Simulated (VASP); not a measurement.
# Cd: single point with PBE

Crystal: Cd.

```xyz
1
Lattice="0.0000 2.2539 2.2539 2.2539 0.0000 2.2539 2.2539 2.2539 0.0000" Properties=species:S:1:pos:R:3 pbc="T T T"
Cd    0.0000    0.0000    0.0000
```

This isn't the form of Cd at room conditions, which is hcp.

```
Program                : VASP 6.6.1
Task                   : single point
Functional             : PBE
Potentials or basis    : VASP PAW PBE potentials, release 64 (Cd)
Cutoff                 : 520 eV
k mesh                 : 16 × 16 × 16
Occupations            : fermi-dirac, width 0.05 eV
Spin                   : no spin polarisation
Dipole correction      : no
Further INCAR settings : ALGO = Normal; EDIFF = 1e-06; NBANDS = 12
```

```json
{
 "Pressure": "0.2 GPa",
 "Band gap on the k mesh": "zero (bands 6 and 7 overlap by 3.24 eV)"
}
```

Levels at points of the mesh, in eV from the Fermi level:
| k point | band 3 | band 4 | band 5 | band 6 | band 7 | band 8 | band 9 | band 10 |
| --- | --- | --- | --- | --- | --- | --- | --- | --- |
| (0.00, 0.00, 0.00) | -9.01 | -8.60 | -8.60 | -8.43 | 13.73 | 14.48 | 14.48 | 14.48 |
| (0.50, 0.00, 0.00) | -9.00 | -8.26 | -8.26 | -2.13 | -1.39 | 12.12 | 12.12 | 12.85 |
| (0.50, 0.50, 0.00) | -8.28 | -8.17 | -8.17 | -0.68 | 1.22 | 6.63 | 6.63 | 10.71 |

Wall time 28 s on 1 thread of Intel Xeon 8259CL, on a shared host, peak memory 0.16 GiB.
